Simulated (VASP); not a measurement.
Set up this calculation in VASP 6.6.1, as the native input.

- Task: single point
- Functional: PBE
- Dispersion: D4
- Potentials or basis: VASP PAW PBE potentials, release 64 (Al, N)
- Cutoff: 600 eV
- k mesh: 10 × 10 × 10
- Occupations: fermi-dirac, width 0.1 eV
- Spin: no spin polarisation
- Dipole correction: no
- Further INCAR settings: ALGO = Normal; EDIFF = 1e-06; NBANDS = 11

The structure of AlN lies in POSCAR:

```
AlN
1.0
    0.0000000000      1.9780005664      1.9780005664
    1.9780005664      0.0000000000      1.9780005664
    1.9780005664      1.9780005664      0.0000000000
Al N
1 1
Direct
    0.0000000000      0.0000000000      0.0000000000
    0.5000000000      0.5000000000      0.5000000000
```

The input as run:

INCAR

```
SYSTEM = AlN
ALGO     = Normal         ! electronic algorithm
EDIFF    = 1E-6           ! SCF threshold, eV
ENCUT    = 600            ! plane-wave cutoff, eV
GGA      = PE             ! functional
GGA_COMPAT= .False.      
ISIF     = 2              ! what is computed and relaxed
ISMEAR   = -1             ! smearing method
IVDW     = 13             ! dispersion correction
LASPH    = .True.         ! aspherical terms in the spheres
LCHARG   = .False.        ! write CHGCAR
LREAL    = .False.        ! projectors in reciprocal space
LWAVE    = .False.        ! write WAVECAR
NBANDS   = 11             ! bands
NELM     = 120            ! most SCF steps
PREC     = Accurate       ! precision mode
SIGMA    = 0.1            ! smearing width, eV
```

KPOINTS

```
k-points
0
Gamma
  10 10 10
  0 0 0
```

Potentials or basis: VASP PAW PBE potentials, release 64 (Al, N).

Run with:

```sh
$ cat potpaw_PBE.64/Al/POTCAR potpaw_PBE.64/N/POTCAR > POTCAR
$ mpirun -np 1 vasp_std > vasp.out
```

It gave:

```
Pressure                   : 17.3 GPa
Band gap on the k mesh     : 5.19 eV, indirect (least direct gap 6.66 eV)
Dispersion energy per atom : -0.394 eV
```

It took 16 s on 1 thread of Intel Xeon 8259CL (shared host), peak memory 0.14 GiB.
